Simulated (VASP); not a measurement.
**TiC: single point with r2SCAN**

Crystal: TiC.

```
CELL_PARAMETERS angstrom
0.00000 2.16400 2.16400
2.16400 0.00000 2.16400
2.16400 2.16400 0.00000
ATOMIC_POSITIONS crystal
Ti 0.00000 0.00000 0.00000
C 0.47689 0.52311 0.47689
```

This cell differs from its parent crystal: all C atoms moved -0.100 Å, as atom 2 along Cartesian [0 1 0].

* Program: VASP 6.6.1
* Task: single point
* Functional: r2SCAN
* Potentials or basis: VASP PAW PBE potentials, release 64 (Ti_sv, C)
* Cutoff: 520 eV
* k mesh: 18 × 18 × 18
* Occupations: gaussian, width 0.15 eV
* Spin: no spin polarisation
* Dipole correction: no
* Further INCAR settings: ALGO = Normal; EDIFF = 1e-06; NBANDS = 15

- Pressure: 2.1 GPa
- Largest force: 0.896 eV/Å
- Band gap on the k mesh: zero (bands 8 and 9 overlap by 1.32 eV)

Forces on the atoms (eV/Å):
```
Ti   0.000 -0.896  0.000
C    0.000  0.896  0.000
```

Stress tensor (GPa, compression positive):
```
1.16 0.00 0.00
0.00 4.00 0.00
0.00 0.00 1.16
```

Levels at points of the mesh, in eV from the Fermi level:
```tsv
k point	band 4	band 5	band 6	band 7	band 8	band 9	band 10	band 11	band 12	band 13
(0.00, 0.00, 0.00)	-34.00	-13.26	0.44	0.44	0.75	0.81	1.67	2.00	2.00	2.61
(0.50, 0.00, 0.00)	-34.05	-9.76	-6.15	-3.19	-3.17	3.08	3.10	4.34	7.90	8.41
(0.50, 0.50, 0.00)	-34.18	-10.99	-3.75	-1.89	-0.28	0.15	2.81	3.72	3.73	5.92
(0.50, 0.00, 0.50)	-34.18	-10.99	-3.70	-1.58	-0.20	-0.20	2.69	3.72	3.72	5.83
```

Run time: 8.1 min on 1 thread of Intel Xeon 8259CL (shared host), peak memory 0.27 GiB.

Caveat: the cell differs from its parent crystal (all C atoms moved -0.100 Å, as atom 2 along Cartesian [0 1 0]); the PAW data sets were made with another functional, which shifts forces and pressure a little.
